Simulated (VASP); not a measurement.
Here is a VASP 6.6.1 calculation.

File INCAR:

```
SYSTEM = InSb
  PREC = Accurate
  ENCUT = 520
  EDIFF = 1E-7
  ISMEAR = 0
  SIGMA = 0.1
  LREAL = .False.
  LASPH = .True.
  NELM = 60
  ALGO = Normal
  ISIF = 2
  LWAVE = .False.
  LCHARG = .True.
  LDIPOL = .True.
  IDIPOL = 3
  DIPOL = 0.5 0.5 0.500
  GGA = PE
  LELF = .True.
  LVHAR = .True.
  LVACPOTAV = .True.
  NBANDS = 36
```

The input KPOINTS:

```
regular mesh
0
Gamma
  8 5 1
  0 0 0
```

The input POSCAR:

```
InSb
1.0
    4.6915474113      0.0000000000      0.0000000000
    0.0000000000      6.6348499775      0.0000000000
    0.0000000000      0.0000000000     19.6915474113
In Sb
3 3
Direct
    0.5000000000      0.5000000000      0.3808740798
    0.0000000000      0.0000000000      0.5000000000
    0.5000000000      0.5000000000      0.6191259202
    0.0000000000      0.7500000000      0.3808740798
    0.5000000000      0.2500000000      0.5000000000
    0.0000000000      0.7500000000      0.6191259202
```

Potentials or basis: VASP PAW PBE potentials, release 64 (In_d, Sb).

Launch:

```bash
$ cat potpaw_PBE.64/In_d/POTCAR potpaw_PBE.64/Sb/POTCAR > POTCAR
$ mpirun -np 1 vasp_std > vasp.out
```

(1) Predict the band gap on the k mesh.

(2) Estimate the largest force.

Answers

(1) zero (filled and empty bands touch).

(2) 0.825 eV/Å.

Caveat: spin-orbit coupling is left out, which moves the levels of the heavy elements.
